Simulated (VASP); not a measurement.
# Al in VASP: single point with PBE

Aim: the single point of Al with PBE.

All numbers are computed with VASP 6.6.1; they aren't measurements. Logs are shortened: lines on timing, memory, paths and dates and some standing lists are left out, and cuts for length are marked.

**1. The cell of the first run**

The cell holds a slab with vacuum, 24 atoms: a = 17.146 Å, b = 2.858 Å, c = 20.083 Å, α = 90.00°, β = 90.00°, γ = 90.00°.

**2. Single point, PBE**

File INCAR:

```
SYSTEM = Al
ALGO = Normal
DIPOL = 0.5 0.5 0.225
EDIFF = 1E-6
ENCUT = 520
GGA = PE
IDIPOL = 3
ISIF = 2
ISMEAR = 0
LASPH = .True.
LCHARG = .True.
LDIPOL = .True.
LELF = .True.
LREAL = Auto
LVACPOTAV = .True.
LVHAR = .True.
LWAVE = .False.
NBANDS = 54
NELM = 100
PREC = Accurate
SIGMA = 0.1
```

File KPOINTS:

```
k-points
0
Gamma
  2 12 1
  0 0 0
```

File POSCAR:

```
Al
1.0
   17.1464492138      0.0000000000      0.0000000000
    0.0000000000      2.8577415356      0.0000000000
    0.0000000000      0.0000000000     20.0829136749
Al
24
Direct
    0.0000000000      0.0000000000      0.0746903574
    0.0833333333      0.5000000000      0.1753096426
    0.1666666667      1.0000000000      0.0746903574
    0.2500000000      0.5000000000      0.1753096426
    0.3333333333      1.0000000000      0.0746903574
    0.4166666667      0.5000000000      0.1753096426
    0.5000000000      1.0000000000      0.0746903574
    0.5833333333      0.5000000000      0.1753096426
    0.6666666667      1.0000000000      0.0746903574
    0.7500000000      0.5000000000      0.1753096426
    0.8333333333      0.0000000000      0.0746903574
    0.9166666667      0.5000000000      0.1753096426
    0.0000000000      0.0000000000      0.2748183907
    0.0833333333      0.5000000000      0.3764222514
    0.1666666667      1.0000000000      0.2748183907
    0.2500000000      0.5000000000      0.3764222514
    0.3333333333      1.0000000000      0.2748183907
    0.4166666667      0.5000000000      0.3764222514
    0.5000000000      1.0000000000      0.2748183907
    0.5833333333      0.5000000000      0.3764222514
    0.6666666667      1.0000000000      0.2748183907
    0.7500000000      0.5000000000      0.3764222514
    0.8333333333      0.0000000000      0.2748183907
    0.9166666667      0.5000000000      0.3764222514
```

Potentials or basis: VASP PAW PBE potentials, release 64 (Al).

Command:

```bash
$ cat potpaw_PBE.64/Al/POTCAR > POTCAR
$ mpirun -np 1 vasp_std > vasp.out
```

OUTCAR:

```text
SYSTEM = Al
   EDIFF = 1E-6
   ENCUT = 520
   GGA = PE
   ISIF = 2
   ISMEAR = 0
   LASPH = .True.
   LREAL = Auto
   NELM = 100
   PREC = Accurate

 ion  position               nearest neighbor table
   1  0.000  0.000  0.075-   2 2.86  12 2.86   2 2.86  12 2.86  11 2.86   3 2.86
   2  0.083  0.500  0.175-  13 2.84  13 2.84  15 2.84  15 2.84  12 2.86   1 2.86   1 2.86   3 2.86
                             3 2.86   4 2.86
   3  0.167  0.000  0.075-   5 2.86   4 2.86   4 2.86   2 2.86   2 2.86   1 2.86
   4  0.250  0.500  0.175-  15 2.84  17 2.84  15 2.84  17 2.84   3 2.86   5 2.86   3 2.86   5 2.86
                             2 2.86   6 2.86
   5  0.333  0.000  0.075-   3 2.86   4 2.86   4 2.86   6 2.86   6 2.86   7 2.86
   6  0.417  0.500  0.175-  19 2.84  19 2.84  17 2.84  17 2.84   8 2.86   7 2.86   7 2.86   5 2.86
                             5 2.86   4 2.86
   7  0.500  0.000  0.075-   6 2.86   8 2.86   6 2.86   8 2.86   5 2.86   9 2.86
   8  0.583  0.500  0.175-  19 2.84  19 2.84  21 2.84  21 2.84   6 2.86   7 2.86   7 2.86   9 2.86
                             9 2.86  10 2.86
   9  0.667  0.000  0.075-  11 2.86  10 2.86  10 2.86   8 2.86   8 2.86   7 2.86
  10  0.750  0.500  0.175-  21 2.84  23 2.84  21 2.84  23 2.84   9 2.86  11 2.86   9 2.86  11 2.86
                             8 2.86  12 2.86
  11  0.833  0.000  0.075-   9 2.86  10 2.86  10 2.86  12 2.86  12 2.86   1 2.86
  12  0.917  0.500  0.175-  13 2.84  13 2.84  23 2.84  23 2.84   2 2.86   1 2.86   1 2.86  11 2.86
[... 5 lines left out ...]
                            14 2.87  14 2.87
  16  0.250  0.500  0.376-  14 2.86  18 2.86  17 2.87  15 2.87  15 2.87  17 2.87
  17  0.333  0.000  0.275-   4 2.84   4 2.84   6 2.84   6 2.84  15 2.86  19 2.86  16 2.87  16 2.87
                            18 2.87  18 2.87
  18  0.417  0.500  0.376-  20 2.86  16 2.86  19 2.87  19 2.87  17 2.87  17 2.87
  19  0.500  0.000  0.275-   6 2.84   8 2.84   6 2.84   8 2.84  17 2.86  21 2.86  20 2.87  18 2.87
                            18 2.87  20 2.87
  20  0.583  0.500  0.376-  18 2.86  22 2.86  19 2.87  19 2.87  21 2.87  21 2.87
  21  0.667  0.000  0.275-  10 2.84  10 2.84   8 2.84   8 2.84  23 2.86  19 2.86  22 2.87  22 2.87
                            20 2.87  20 2.87
  22  0.750  0.500  0.376-  20 2.86  24 2.86  23 2.87  21 2.87  21 2.87  23 2.87
  23  0.833  0.000  0.275-  10 2.84  10 2.84  12 2.84  12 2.84  21 2.86  13 2.86  22 2.87  22 2.87
                            24 2.87  24 2.87
  24  0.917  0.500  0.376-  14 2.86  22 2.86  13 2.87  13 2.87  23 2.87  23 2.87

  LATTYP: Found a simple orthorhombic cell.
 ALAT       =     2.8577415356
 B/A-ratio  =     6.0000000001
 C/A-ratio  =     7.0275472518

  Lattice vectors:

 A1 = (   0.0000000000,  -2.8577415356,   0.0000000000)
 A2 = (  17.1464492138,   0.0000000000,   0.0000000000)
 A3 = (   0.0000000000,   0.0000000000,  20.0829136749)

Analysis of symmetry for initial positions (statically):
=====================================================================
 Subroutine PRICEL returns following result:

  LATTYP: Found a simple tetragonal cell.
 ALAT       =     2.8577415362
 C/A-ratio  =     7.0275472503

  Lattice vectors:

 A1 = (   2.8577415362,   0.0000000000,   0.0000000000)
 A2 = (   0.0000000000,   2.8577415356,   0.0000000000)
 A3 = (   0.0000000000,   0.0000000000,  20.0829136749)

   6 primitive cells build up your supercell.

 Routine SETGRP: Setting up the symmetry group for a
 simple orthorhombic supercell.

 Subroutine GETGRP returns: Found  4 space group operations
 (whereof  4 operations were pure point group operations)
 out of a pool of  8 trial point group operations.

The static configuration has the point symmetry C_2v.

Analysis of symmetry for dynamics (positions and initial velocities):
=====================================================================
 Subroutine PRICEL returns following result:

  LATTYP: Found a simple tetragonal cell.
 ALAT       =     2.8577415362
 C/A-ratio  =     7.0275472503

  Lattice vectors:

 A1 = (   2.8577415362,   0.0000000000,   0.0000000000)
 A2 = (   0.0000000000,   2.8577415356,   0.0000000000)
 A3 = (   0.0000000000,   0.0000000000,  20.0829136749)

   6 primitive cells build up your supercell.

 Routine SETGRP: Setting up the symmetry group for a
 simple orthorhombic supercell.

 Subroutine GETGRP returns: Found  4 space group operations
 (whereof  4 operations were pure point group operations)
 out of a pool of  8 trial point group operations.

The dynamic configuration has the point symmetry C_2v.

 Subroutine INISYM returns: Found  4 space group operations
[... 47 lines left out ...]

  Shift w.r.t. Gamma in fractional coordinates (k-lattice)
     0.000000000  0.000000000  0.000000000

 Subroutine IBZKPT returns following result:
 ===========================================

 Found     14 irreducible k-points:

 Following reciprocal coordinates:
            Coordinates               Weight
  0.000000  0.000000  0.000000      1.000000
  0.500000  0.000000  0.000000      1.000000
  0.000000  0.083333  0.000000      2.000000
  0.500000  0.083333  0.000000      2.000000
  0.000000  0.166667  0.000000      2.000000
  0.500000  0.166667  0.000000      2.000000
  0.000000  0.250000  0.000000      2.000000
  0.500000  0.250000  0.000000      2.000000
  0.000000  0.333333  0.000000      2.000000
  0.500000  0.333333  0.000000      2.000000
  0.000000  0.416667  0.000000      2.000000
  0.500000  0.416667  0.000000      2.000000
  0.000000  0.500000  0.000000      1.000000
  0.500000  0.500000  0.000000      1.000000
   k-points           NKPTS =     14   k-points in BZ     NKDIM =     14   number of bands    NBANDS=     54
   number of dos      NEDOS =    301   number of ions     NIONS =     24
   total plane-waves  NPLWV = 460800
   dimension x,y,z NGX =   128 NGY =   24 NGZ =  150
   dimension x,y,z NGXF=   256 NGYF=   48 NGZF=  300
   ions per type =              24
   NGX,Y,Z   is equivalent  to a cutoff of  12.41, 13.96, 12.42 a.u.
   NGXF,Y,Z  is equivalent  to a cutoff of  24.82, 27.92, 24.83 a.u.
 SYSTEM =  Al
   PREC   = accura    normal or accurate (medium, high low for compatibility)
   ISTART =      0    job   : 0-new  1-cont  2-samecut
   ICHARG =      2    charge: 1-file 2-atom 10-const
   ISPIN  =      1    spin polarized calculation?
   LNONCOLLINEAR =      F non collinear calculations
   LSORBIT =      F    spin-orbit coupling
   LASPH  =      T    aspherical Exc in radial PAW
   ENCUT  =  520.0 eV  38.22 Ry    6.18 a.u.  31.88  5.31 37.34*2*pi/ulx,y,z
   NELM   =    100;   NELMIN=  2; NELMDL= -5     # of ELM steps
   EDIFF  = 0.1E-05   stopping-criterion for ELM
   LREAL  =      T    real-space projection
   EDIFFG = 0.1E-04   stopping-criterion for IOM
   NSW    =      0    number of steps for IOM
   IBRION =     -1    ionic relax: 0-MD 1-quasi-New 2-CG
   NFREE  =      0    steps in history (QN), initial steepest desc. (CG)
   ISIF   =      2    stress and relaxation
   ISYM   =      2    0-nonsym 1-usesym 2-fastsym
   POTIM  = 0.5000    time-step for ionic-motion
   TEBEG  =    0.0;   TEEND  =   0.0 temperature during run
   PSTRESS=    0.0 pullay stress
   NELECT =      72.0000    total number of electrons
   NUPDOWN=      -1.0000    fix difference up-down
   EMIN   =  10.00;   EMAX   =-10.00  energy-range for DOS
   EFERMI =   0.00;   METHOD = LEGACY
   ISMEAR =     0;   SIGMA  =   0.10  broadening in eV -4-tet -1-fermi 0-gaus
   EFERMI_NEDOS =   21; number of points for ismear=-14 and -15
   IALGO  =     38    algorithm
   IMIX   =      4    mixing-type and parameters
     AMIX     =   0.40;   BMIX     =  1.00
     AMIX_MAG =   1.60;   BMIX_MAG =  1.00
  volume/ion in A,a.u.               =      41.00       276.70
  Fermi-wavevector in a.u.,A,eV,Ry     =   0.684717  1.293927  6.378918  0.468837
  Thomas-Fermi vector in A             =   1.764450
   LORBIT       =      0    0 simple, 1 ext, 2 COOP (PROOUT), +10 PAW based schemes
   GGA     = PE    functional components
   LHFCALC =     F    Hartree Fock is set to
   AEXX    =    0.0000 exact exchange contribution
   IVDW    =     0    specifies the selected vdW correction
   LEPSILON=     F    determine dielectric tensor
   LRPA    =     F    only Hartree local field effects (RPA)
 non-spin polarized calculation
 Gauss-broadening in eV      SIGMA  =   0.10
  energy-cutoff  :      520.00
  volume of cell :      984.07
 maximum number of plane-waves:     26587
 NGX is ok and might be reduce to   128
   NGX = 63   NGY = 11   NGZ = 75

 dipolmoment           0.000000      0.000000      0.013747 electrons x Angstroem

 number of electron      72.0000000 magnetization

 dipolmoment           0.000000      0.000000     -0.001784 electrons x Angstroem

 Free energy of the ion-electron system (eV)
  ---------------------------------------------------
  ext. energy  EPLUGINS =         0.00000000
  ---------------------------------------------------
  free energy    TOTEN  =       -84.14650739 eV

  energy without entropy =      -84.06628764  energy(sigma->0) =      -84.10639752

 E-fermi :   0.7351     XC(G=0):  -5.0827

 val. band max:        0.6692988239   @ k =   0.0000   0.3333   0.0000
 cond. band min:       0.7407599118   @ k =   0.0000   0.0833   0.0000
 fundamental gap:      0.0714610878
 Fermi energy:         0.7350968765

 k-point     1 :       0.0000    0.0000    0.0000
  band No.  band energies     occupation
      1      -9.9194      2.00000
      2      -9.4181      2.00000
      3      -9.4181      2.00000
      4      -8.5269      2.00000
      5      -8.0295      2.00000
      6      -8.0295      2.00000
[... 703 lines left out ...]
     47       1.7929      0.00000
     48       1.7929      0.00000
 [bands above 48 left out]

------------------------ aborting loop because EDIFF is reached ----------------------------------------

  FORCE on cell =-STRESS in cart. coord.  units (eV):
  Direction    XX          YY          ZZ          XY          YZ          ZX
  --------------------------------------------------------------------------------------
  -------------------------------------------------------------------------------------
  Total       -8.0997268     -8.1238872      0.1456420      0.0000000      0.0000000      0.0000000
  in kB      -13.1873365    -13.2266725      0.2371228      0.0000000      0.0000000      0.0000000
  external PRESSURE =      -8.7256287 kB  Pullay stress =       0.0000000 kB

 VOLUME and BASIS-vectors are now :
 -----------------------------------------------------------------------------
  energy-cutoff  :      520.00
  volume of cell :      984.07
      direct lattice vectors                 reciprocal lattice vectors
    17.146449214  0.000000000  0.000000000     0.058321113  0.000000000  0.000000000
     0.000000000  2.857741536  0.000000000     0.000000000  0.349926677  0.000000000
     0.000000000  0.000000000 20.082913675     0.000000000  0.000000000  0.049793572

 POSITION                                       TOTAL-FORCE (eV/Angst)
 -----------------------------------------------------------------------------------
      0.00000      0.00000      1.50000         0.000000      0.000000     -0.025961
      1.42887      1.42887      3.52073         0.000000      0.000000      0.021241
      2.85774      0.00000      1.50000         0.000000     -0.000000     -0.025961
      4.28661      1.42887      3.52073         0.000000     -0.000000      0.021241
      5.71548      0.00000      1.50000        -0.000000     -0.000000     -0.025961
      7.14435      1.42887      3.52073         0.000000      0.000000      0.021241
[... 16 lines left out ...]
     14.28871      0.00000      5.51915         0.000000     -0.000000      0.019503
     15.71758      1.42887      7.55966         0.000000     -0.000000     -0.014783
 -----------------------------------------------------------------------------------
    total drift:                               -0.000000     -0.000000     -0.008269

  FREE ENERGIE OF THE ION-ELECTRON SYSTEM (eV)
  ---------------------------------------------------
  free  energy   TOTEN  =       -84.1465073858 eV

  energy  without entropy=      -84.0662876445  energy(sigma->0) =      -84.10639752

 vacuum level on the upper side and lower side of the slab         5.007         5.014
```

Wall time 15 min (1 thread of Intel Xeon 6975P-C (Granite Rapids), shared host); peak memory 1.1 GiB.

What came out:

```yaml
Free_energy: -84.1465 eV
Largest_force: 0.026 eV/Å
Band_gap_on_the_k_mesh: zero (bands 36 and 37 overlap by 0.92 eV)
```

Forces on the atoms (eV/Å):
```
Al   0.000  0.000 -0.026
Al   0.000  0.000  0.021
Al   0.000  0.000 -0.026
Al   0.000  0.000  0.021
Al   0.000  0.000 -0.026
Al   0.000  0.000  0.021
Al   0.000  0.000 -0.026
Al   0.000  0.000  0.021
Al   0.000  0.000 -0.026
Al   0.000  0.000  0.021
Al   0.000  0.000 -0.026
Al   0.000  0.000  0.021
Al   0.000  0.000  0.020
Al   0.000  0.000 -0.015
Al   0.000  0.000  0.020
Al   0.000  0.000 -0.015
Al   0.000  0.000  0.020
Al   0.000  0.000 -0.015
Al   0.000  0.000  0.020
Al   0.000  0.000 -0.015
Al   0.000  0.000  0.020
Al   0.000  0.000 -0.015
Al   0.000  0.000  0.020
Al   0.000  0.000 -0.015
```

Levels at points of the mesh, in eV from the Fermi level:
```
           k point  band 32  band 33  band 34  band 35  band 36  band 37  band 38  band 39  band 40  band 41
(0.00, 0.00, 0.00)    -1.51    -1.51    -0.11    -0.11     0.02     0.03     0.55     0.55     1.29     1.29
(0.50, 0.00, 0.00)    -0.99    -0.94    -0.94    -0.84    -0.84     0.50     0.50     0.77     0.77     1.59
(0.00, 0.50, 0.00)    -1.13    -0.92    -0.92    -0.92    -0.92     0.02     0.03     0.30     0.31     0.48
(0.50, 0.50, 0.00)    -1.72    -0.11    -0.11    -0.10    -0.10     0.05     0.05     0.06     0.06     0.14
```
